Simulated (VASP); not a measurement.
# Cu (P6_3/mmc) in VASP: notebook, part 2 of 2

VASP 6.6.1. Earlier steps stand in the parts before.

## 3. Single point, revPBE (12.29 Å³/atom)

This run uses another cell than the first one, of 12.29 Å³/atom.

Contents of INCAR:

```
PREC = Accurate
ENCUT = 520
EDIFF = 1E-6
ISMEAR = -1
SIGMA = 0.1
LREAL = False
LASPH = True
NELM = 60
ALGO = Normal
ISIF = 2
LWAVE = False
LCHARG = False
GGA = RE
NBANDS = 18
```

Contents of KPOINTS:

```
regular mesh
0
Gamma
  16 16 9
```

Contents of POSCAR:

```
Cu
1.0
    2.5883303632      0.0000000000      0.0000000000
   -1.2941651816      2.2415598480      0.0000000000
    0.0000000000      0.0000000000      4.2375839915
Cu
2
Direct
    0.3333333333      0.6666666667      0.2500000000
    0.6666666667      0.3333333333      0.7500000000
```

Potentials or basis: VASP PAW PBE potentials, release 64 (Cu).

Launch:

```sh
$ cat potpaw_PBE.64/Cu/POTCAR > POTCAR
$ mpirun -np 1 vasp_std > vasp.out
```

OUTCAR:

```text
PREC = Accurate
   ENCUT = 520
   EDIFF = 1E-6
   ISMEAR = -1
   LREAL = False
   LASPH = True
   NELM = 60
   ISIF = 2
   GGA = RE

 ion  position               nearest neighbor table
   1  0.333  0.667  0.250-   2 2.59   2 2.59   2 2.59   2 2.59   2 2.59   2 2.59
   2  0.667  0.333  0.750-   1 2.59   1 2.59   1 2.59   1 2.59   1 2.59   1 2.59

  LATTYP: Found a hexagonal cell.
 ALAT       =     2.5883303632
 C/A-ratio  =     1.6371882244

  Lattice vectors:

 A1 = (   2.5883303632,   0.0000000000,   0.0000000000)
 A2 = (  -1.2941651816,   2.2415598480,   0.0000000000)
 A3 = (   0.0000000000,   0.0000000000,   4.2375839915)

Analysis of symmetry for initial positions (statically):
=====================================================================
 Subroutine PRICEL returns:
 Original cell was already a primitive cell.

 Routine SETGRP: Setting up the symmetry group for a
 hexagonal supercell.

 Subroutine GETGRP returns: Found 24 space group operations
 (whereof 12 operations were pure point group operations)
 out of a pool of 24 trial point group operations.

The static configuration has the point symmetry D_3d.
 The point group associated with its full space group is D_6h.

Analysis of symmetry for dynamics (positions and initial velocities):
=====================================================================
 Subroutine PRICEL returns:
 Original cell was already a primitive cell.

 Routine SETGRP: Setting up the symmetry group for a
 hexagonal supercell.

 Subroutine GETGRP returns: Found 24 space group operations
 (whereof 12 operations were pure point group operations)
 out of a pool of 24 trial point group operations.

The dynamic configuration has the point symmetry D_3d.
 The point group associated with its full space group is D_6h.

 Subroutine INISYM returns: Found 24 space group operations
 (whereof 12 operations are pure point group operations),
 and found     1 'primitive' translations

----------------------------------------------------------------------------------------

                                     Primitive cell

  volume of cell :      24.5860

  direct lattice vectors                    reciprocal lattice vectors
     2.588330363  0.000000000  0.000000000     0.386349445  0.223058956  0.000000000
    -1.294165182  2.241559848  0.000000000     0.000000000  0.446117912  0.000000000
     0.000000000  0.000000000  4.237583992     0.000000000  0.000000000  0.235983523

  length of vectors
     2.588330363  2.588330363  4.237583992     0.446117912  0.446117912  0.235983523

  position of ions in fractional coordinates (direct lattice)
     0.333333333  0.666666667  0.250000000
     0.666666667  0.333333333  0.750000000

  ion indices of the primitive-cell ions
   primitive index   ion index
                 1           1
                 2           2

----------------------------------------------------------------------------------------

 KPOINTS: regular mesh

Automatic generation of k-mesh.
 Grid dimensions read from file:
 generate k-points for:   16   16    9

 Generating k-lattice:

  Cartesian coordinates                     Fractional coordinates (reciprocal lattice)
     0.024146840  0.013941185  0.000000000     0.062500000  0.000000000  0.000000000
     0.000000000  0.027882370  0.000000000     0.000000000  0.062500000  0.000000000
     0.000000000  0.000000000  0.026220391     0.000000000  0.000000000  0.111111111

  Length of vectors
     0.027882370  0.027882370  0.026220391

  Shift w.r.t. Gamma in fractional coordinates (k-lattice)
     0.000000000  0.000000000  0.000000000

 Subroutine IBZKPT returns following result:
 ===========================================

 Found    150 irreducible k-points:

 Following reciprocal coordinates:
            Coordinates               Weight
  0.000000  0.000000  0.000000      1.000000
  0.062500  0.000000  0.000000      6.000000
  0.125000  0.000000  0.000000      6.000000
  0.187500  0.000000  0.000000      6.000000
  0.250000  0.000000  0.000000      6.000000
  0.312500  0.000000  0.000000      6.000000
[... 16 lines left out ...]
  0.187500  0.187500  0.000000      6.000000
  0.250000  0.187500  0.000000     12.000000
 [... further k-points ...]
   k-points           NKPTS =    150   k-points in BZ     NKDIM =    150   number of bands    NBANDS=     18
   number of dos      NEDOS =    301   number of ions     NIONS =      2
   total plane-waves  NPLWV =  12800
   dimension x,y,z NGX =    20 NGY =   20 NGZ =   32
   dimension x,y,z NGXF=    40 NGYF=   40 NGZF=   64
   ions per type =               2
   NGX,Y,Z   is equivalent  to a cutoff of  12.85, 12.85, 12.55 a.u.
   NGXF,Y,Z  is equivalent  to a cutoff of  25.69, 25.69, 25.11 a.u.
 SYSTEM =  unknown system
   PREC   = accura    normal or accurate (medium, high low for compatibility)
   ISTART =      0    job   : 0-new  1-cont  2-samecut
   ICHARG =      2    charge: 1-file 2-atom 10-const
   ISPIN  =      1    spin polarized calculation?
   LNONCOLLINEAR =      F non collinear calculations
   LSORBIT =      F    spin-orbit coupling
   LASPH  =      T    aspherical Exc in radial PAW
   ENCUT  =  520.0 eV  38.22 Ry    6.18 a.u.   4.81  4.81  7.88*2*pi/ulx,y,z
   NELM   =     60;   NELMIN=  2; NELMDL= -5     # of ELM steps
   EDIFF  = 0.1E-05   stopping-criterion for ELM
   LREAL  =      F    real-space projection
   EDIFFG = 0.1E-04   stopping-criterion for IOM
   NSW    =      0    number of steps for IOM
   IBRION =     -1    ionic relax: 0-MD 1-quasi-New 2-CG
   NFREE  =      0    steps in history (QN), initial steepest desc. (CG)
   ISIF   =      2    stress and relaxation
   ISYM   =      2    0-nonsym 1-usesym 2-fastsym
   POTIM  = 0.5000    time-step for ionic-motion
   TEBEG  =    0.0;   TEEND  =   0.0 temperature during run
   PSTRESS=    0.0 pullay stress
   NELECT =      22.0000    total number of electrons
   NUPDOWN=      -1.0000    fix difference up-down
   EMIN   =  10.00;   EMAX   =-10.00  energy-range for DOS
   EFERMI =   0.00;   METHOD = LEGACY
   ISMEAR =    -1;   SIGMA  =   0.10  broadening in eV -4-tet -1-fermi 0-gaus
   EFERMI_NEDOS =   21; number of points for ismear=-14 and -15
   IALGO  =     38    algorithm
   IMIX   =      4    mixing-type and parameters
     AMIX     =   0.40;   BMIX     =  1.00
     AMIX_MAG =   1.60;   BMIX_MAG =  1.00
  volume/ion in A,a.u.               =      12.29        82.96
  Fermi-wavevector in a.u.,A,eV,Ry     =   1.577561  2.981159 33.860818  2.488700
  Thomas-Fermi vector in A             =   2.678225
   LORBIT       =      0    0 simple, 1 ext, 2 COOP (PROOUT), +10 PAW based schemes
   GGA     = RE    functional components
   LHFCALC =     F    Hartree Fock is set to
   AEXX    =    0.0000 exact exchange contribution
   IVDW    =     0    specifies the selected vdW correction
   LEPSILON=     F    determine dielectric tensor
   LRPA    =     F    only Hartree local field effects (RPA)
 non-spin polarized calculation
  energy-cutoff  :      520.00
  volume of cell :       24.59
 maximum number of plane-waves:       675
 NGX is ok and might be reduce to    20
   NGX =  9   NGY =  9   NGZ = 15

 number of electron      22.0000031 magnetization

 Free energy of the ion-electron system (eV)
  ---------------------------------------------------
  ext. energy  EPLUGINS =         0.00000000
  ---------------------------------------------------
  free energy    TOTEN  =        -6.69761331 eV

  energy without entropy =       -6.67568807  energy(sigma->0) =       -6.68665069

 E-fermi :   7.1965     XC(G=0): -12.3937

 val. band max:        7.1906719436   @ k =   0.5000   0.0000   0.1111
 cond. band min:       7.2165038012   @ k =   0.3125   0.0000   0.3333
 fundamental gap:      0.0258318576
 Fermi energy:         7.1964832036

 k-point     1 :       0.0000    0.0000    0.0000
  band No.  band energies     occupation
      1      -1.8304      2.00000
      2       2.3573      2.00000
      3       4.2999      2.00000
      4       4.3656      2.00000
      5       4.3657      2.00000
      6       4.5575      2.00000
[... 10 lines left out ...]
     17      30.1099      0.00000
     18      30.1100      0.00000

 k-point     2 :       0.0625    0.0000    0.0000
  band No.  band energies     occupation
      1      -1.7073      2.00000
      2       2.4283      2.00000
      3       4.2318      2.00000
      4       4.4089      2.00000
      5       4.4230      2.00000
      6       4.5362      2.00000
[... 10 lines left out ...]
     17      30.8396      0.00000
     18      31.0483      0.00000
[... 442 lines left out ...]
 k-point    24 :       0.2500    0.1875    0.0000
  band No.  band energies     occupation
      1       2.0134      2.00000
      2       3.3194      2.00000
      3       3.3617      2.00000
      4       3.5954      2.00000
      5       4.1890      2.00000
      6       4.4846      2.00000
[... 10 lines left out ...]
     17      22.6374      0.00000
     18      23.7924      0.00000

 [... further k-points ...]
[... 5 lines left out ...]
  --------------------------------------------------------------------------------------
  -------------------------------------------------------------------------------------
  Total        0.0783864      0.0783864      0.0528965      0.0000000     -0.0000000      0.0000000
  in kB        5.1081407      5.1081407      3.4470623      0.0000000     -0.0000000      0.0000000
  external PRESSURE =       4.5544479 kB  Pullay stress =       0.0000000 kB

 VOLUME and BASIS-vectors are now :
 -----------------------------------------------------------------------------
  energy-cutoff  :      520.00
  volume of cell :       24.59
      direct lattice vectors                 reciprocal lattice vectors
     2.588330363  0.000000000  0.000000000     0.386349445  0.223058956  0.000000000
    -1.294165182  2.241559848  0.000000000     0.000000000  0.446117912  0.000000000
     0.000000000  0.000000000  4.237583992     0.000000000  0.000000000  0.235983523

 POSITION                                       TOTAL-FORCE (eV/Angst)
 -----------------------------------------------------------------------------------
     -0.00000      1.49437      1.05940        -0.000000     -0.000000      0.000000
      1.29417      0.74719      3.17819         0.000000      0.000000     -0.000000
 -----------------------------------------------------------------------------------
    total drift:                               -0.000000      0.000000     -0.000000

  FREE ENERGIE OF THE ION-ELECTRON SYSTEM (eV)
  ---------------------------------------------------
  free  energy   TOTEN  =        -6.6976133098 eV

  energy  without entropy=       -6.6756880746  energy(sigma->0) =       -6.68665069
```

stdout:

```text
POSCAR found type information on POSCAR Cu
 POSCAR found :  1 types and       2 ions
 scaLAPACK will be used
 -----------------------------------------------------------------------------
|                                                                             |
|                                                                             |
|     You enforced a specific xc type in the INCAR file but a different       |
|     I HOPE YOU KNOW WHAT YOU ARE DOING!                                     |
|                                                                             |
 -----------------------------------------------------------------------------

 LDA part: xc-table for (Slater+PW92), standard interpolation
 POSCAR, INCAR and KPOINTS ok, starting setup
 FFT: planning ... GRIDC
 FFT: planning ... GRID_SOFT
 FFT: planning ... GRID
 WAVECAR not read
 entering main loop
```

Wall time 56 s (1 thread of Intel Xeon 8259CL, shared host); peak memory 0.18 GiB.

What came out:

```
Free energy            : -6.6976 eV
Pressure               : 0.5 GPa
Band gap on the k mesh : zero (bands 11 and 12 overlap by 5.11 eV)
```

Stress tensor (GPa, compression positive):
```
0.51 0.00 0.00
0.00 0.51 0.00
0.00 0.00 0.34
```

Caveat: the PAW data sets were made with another functional, which shifts forces and pressure a little.

## 4. Single point, revPBE (12.78 Å³/atom)

This run uses another cell than the first one, of 12.78 Å³/atom.

Contents of INCAR:

```
SYSTEM = Cu
PREC = Accurate ; ENCUT = 520
EDIFF = 1E-7 ; ISMEAR = -1
SIGMA = 0.1 ; LREAL = .False.
LASPH = .True. ; NELM = 60
ALGO = Normal ; ISIF = 2
LWAVE = .False. ; LCHARG = .False.
GGA = RE ; NBANDS = 18
```

Contents of KPOINTS:

```
Automatic mesh
0
Gamma
  16 16 9
  0 0 0
```

Contents of POSCAR:

```
Cu
1.0
    2.6223912477      0.0000000000      0.0000000000
   -1.3111956239      2.2710574392      0.0000000000
    0.0000000000      0.0000000000      4.2933480704
Cu
2
Direct
    0.3333333333      0.6666666667      0.2500000000
    0.6666666667      0.3333333333      0.7500000000
```

Launch:

```sh
$ cat potpaw_PBE.64/Cu/POTCAR > POTCAR
$ mpirun -np 1 vasp_std > vasp.out
```

Wall time 68 s (1 thread of Intel Xeon 8259CL, shared host); peak memory 0.18 GiB.

The run converged. Its results:

```yaml
Free_energy: -6.6869 eV
Pressure: -4.0 GPa
Band_gap_on_the_k_mesh: zero (bands 11 and 12 overlap by 4.98 eV)
```

Stress tensor (GPa, compression positive):
```
-4.01  0.00  0.00
 0.00 -4.01  0.00
 0.00  0.00 -4.13
```

Levels at points of the mesh, in eV from the Fermi level:
```
           k point  band 8  band 9  band 10  band 11  band 12  band 13  band 14  band 15
(0.00, 0.00, 0.00)   -2.29   -2.29    -1.64    -1.64    -0.79     3.37    20.67    20.67
(0.50, 0.00, 0.00)   -1.55   -1.52    -1.46     0.03     1.43     7.42     7.68    10.17
```

Caveat: the cell stands under tension; the PAW data sets were made with another functional, which shifts forces and pressure a little.

## 5. Single point, revPBE (13.28 Å³/atom)

This run uses another cell than the first one, of 13.28 Å³/atom.

Contents of INCAR:

```
PREC = Accurate ; ENCUT = 520
EDIFF = 1E-6 ; ISMEAR = -1
SIGMA = 0.1 ; LREAL = False
LASPH = True ; NELM = 80
ALGO = Normal ; ISIF = 2
LWAVE = False ; LCHARG = False
GGA = RE ; NBANDS = 18
```

Contents of KPOINTS:

```
regular mesh
0
Gamma
  16 16 9
```

Contents of POSCAR:

```
Cu
1.0
    2.6555895979      0.0000000000      0.0000000000
   -1.3277947990      2.2998080538      0.0000000000
    0.0000000000      0.0000000000      4.3477000184
Cu
2
Direct
    0.3333333333      0.6666666667      0.2500000000
    0.6666666667      0.3333333333      0.7500000000
```

Potentials or basis: VASP PAW PBE potentials, release 64 (Cu).

Launch:

```sh
$ cat potpaw_PBE.64/Cu/POTCAR > POTCAR
$ mpirun -np 1 vasp_std > vasp.out
```

OUTCAR:

```text
PREC = Accurate
   ENCUT = 520
   EDIFF = 1E-6
   ISMEAR = -1
   LREAL = False
   LASPH = True
   NELM = 80
   ISIF = 2
   GGA = RE

 ion  position               nearest neighbor table
   1  0.333  0.667  0.250-   2 2.66   2 2.66   2 2.66   2 2.66   2 2.66   2 2.66
   2  0.667  0.333  0.750-   1 2.66   1 2.66   1 2.66   1 2.66   1 2.66   1 2.66

  LATTYP: Found a hexagonal cell.
 ALAT       =     2.6555895979
 C/A-ratio  =     1.6371882244

  Lattice vectors:

 A1 = (   2.6555895979,   0.0000000000,   0.0000000000)
[... 193 lines left out ...]
      6       3.8701      2.00000
[... 481 lines left out ...]
      5       3.5475      2.00000
      6       3.8086      2.00000
[... 10 lines left out ...]
     17      20.8875      0.00000
     18      22.2850      0.00000

 [... further k-points ...]
[... 5 lines left out ...]
  --------------------------------------------------------------------------------------
  -------------------------------------------------------------------------------------
  Total       -1.2057069     -1.2057069     -1.2181275      0.0000000     -0.0000000     -0.0000000
  in kB      -72.7512109    -72.7512109    -73.5006521      0.0000000     -0.0000000     -0.0000000
  external PRESSURE =     -73.0010246 kB  Pullay stress =       0.0000000 kB

 VOLUME and BASIS-vectors are now :
 -----------------------------------------------------------------------------
  energy-cutoff  :      520.00
  volume of cell :       26.55
      direct lattice vectors                 reciprocal lattice vectors
     2.655589598  0.000000000  0.000000000     0.376564210  0.217409448  0.000000000
    -1.327794799  2.299808054  0.000000000     0.000000000  0.434818896  0.000000000
     0.000000000  0.000000000  4.347700018     0.000000000  0.000000000  0.230006669

 POSITION                                       TOTAL-FORCE (eV/Angst)
 -----------------------------------------------------------------------------------
     -0.00000      1.53321      1.08693        -0.000000     -0.000000      0.000000
      1.32779      0.76660      3.26078         0.000000      0.000000     -0.000000
 -----------------------------------------------------------------------------------
    total drift:                               -0.000000      0.000000     -0.000000

  FREE ENERGIE OF THE ION-ELECTRON SYSTEM (eV)
  ---------------------------------------------------
  free  energy   TOTEN  =        -6.6514162354 eV

  energy  without entropy=       -6.6288514500  energy(sigma->0) =       -6.64013384
```

stdout:

```text
POSCAR found type information on POSCAR Cu
 POSCAR found :  1 types and       2 ions
 scaLAPACK will be used
 -----------------------------------------------------------------------------
|                                                                             |
|                                                                             |
|     You enforced a specific xc type in the INCAR file but a different       |
|     I HOPE YOU KNOW WHAT YOU ARE DOING!                                     |
|                                                                             |
 -----------------------------------------------------------------------------

 LDA part: xc-table for (Slater+PW92), standard interpolation
 POSCAR, INCAR and KPOINTS ok, starting setup
 FFT: planning ... GRIDC
 FFT: planning ... GRID_SOFT
 FFT: planning ... GRID
 WAVECAR not read
 entering main loop
```

It took 93 s on 1 thread of Intel Xeon 8259CL, shared host; peak memory 0.18 GiB.

What came out:

- Free energy: -6.6514 eV
- Pressure: -7.3 GPa
- Band gap on the k mesh: zero (bands 11 and 12 overlap by 4.86 eV)

Levels at points of the mesh, in eV from the Fermi level:
| k point | band 7 | band 8 | band 9 | band 10 | band 11 | band 12 | band 13 | band 14 | band 15 | band 16 |
| --- | --- | --- | --- | --- | --- | --- | --- | --- | --- | --- |
| (0.00, 0.00, 0.00) | -2.46 | -2.22 | -2.22 | -1.60 | -1.60 | -0.69 | 3.20 | 20.12 | 20.12 | 20.40 |
| (0.50, 0.00, 0.00) | -2.43 | -1.52 | -1.49 | -1.44 | 0.04 | 1.36 | 7.26 | 7.47 | 9.86 | 9.95 |

Caveat: the cell stands under tension; the PAW data sets were made with another functional, which shifts forces and pressure a little.

## 6. Summary

| cell | gap on the mesh (eV) | pressure (GPa) |
| --- | --- | --- |
| a = 2.553, b = 2.553, c = 4.180 Å, angles 90.0, 90.0, 120.0°, 2 atoms | none | 6.2 |
| a = 2.588, b = 2.588, c = 4.238 Å, angles 90.0, 90.0, 120.0°, 2 atoms | none | 0.5 |
| a = 2.622, b = 2.622, c = 4.293 Å, angles 90.0, 90.0, 120.0°, 2 atoms | none | -4.0 |
| a = 2.656, b = 2.656, c = 4.348 Å, angles 90.0, 90.0, 120.0°, 2 atoms | none | -7.3 |

Alike in all rows: task single point; level revPBE; potentials or basis VASP PAW PBE potentials, release 64 (Cu); no spin polarisation; k mesh 16 × 16 × 9; cutoff (eV) 520; smearing fermi-dirac 0.1 eV.

Caveats: the PAW data sets were made with another functional, which shifts forces and pressure a little; the cell stands under tension (at least some runs); the cell stands under pressure (at least some runs).

Absolute energies hang on the potentials; compare differences alone.
